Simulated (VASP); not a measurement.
Wanted: the native input for a VASP 6.6.1 run.

```yaml
Task: single point
Functional: PBEsol
Potentials_or_basis: VASP PAW PBE potentials, release 64 (Cu, O)
Cutoff: 520 eV
k_mesh: 9 × 9 × 5
Occupations: fermi-dirac, width 0.05 eV
Spin: no spin polarisation
Hubbard_terms: Cu d U = 6.0 eV
Dipole_correction: no
Further_INCAR_settings: ALGO = Normal; EDIFF = 1e-07; NBANDS = 25
```

The structure of CuO lies in POSCAR:

```
CuO
1.0
    2.0491003260     -2.0747497319      0.0000000000
    2.0491003260      2.0747497319      0.0000000000
    0.0000000000      0.0000000000      5.1217476230
Cu O
2 2
Direct
    0.5000000000      0.0000000000      0.0000000000
    0.0000000000      0.5000000000      0.5000000000
    0.5000000000      0.5000000000      0.2500000000
    0.5000000000      0.5000000000      0.7500000000
```

These files were run (other wordings do the same):

INCAR

```
PREC = Accurate
ENCUT = 520
EDIFF = 1E-7
ISMEAR = -1
SIGMA = 0.05
LREAL = F
LASPH = T
NELM = 150
ALGO = Normal
ISIF = 2
LWAVE = F
LCHARG = T
LMAXMIX = 4
LDAU = T
LDAUTYPE = 2
LDAUL = 2 -1
LDAUU = 6 0
LDAUJ = 0 0
LDAUPRINT = 1
GGA = PS
LELF = T
LVHAR = T
NBANDS = 25
```

KPOINTS

```
Automatic mesh
0
Gamma
  9 9 5
```

Potentials or basis: VASP PAW PBE potentials, release 64 (Cu, O).

Launch:

```bash
$ cat potpaw_PBE.64/Cu/POTCAR potpaw_PBE.64/O/POTCAR > POTCAR
$ mpirun -np 1 vasp_std > vasp.out
```

Results of the run:

```
Pressure               : -6.5 GPa
Band gap on the k mesh : zero (bands 17 and 18 overlap by 1.03 eV)
```

Caveat: the cell stands under tension; the PAW data sets were made with another functional, which shifts forces and pressure a little; U without spin polarisation on a metal has little footing.

It took 120 s on 1 thread of Intel Xeon 8259CL (shared host), peak memory 0.21 GiB.
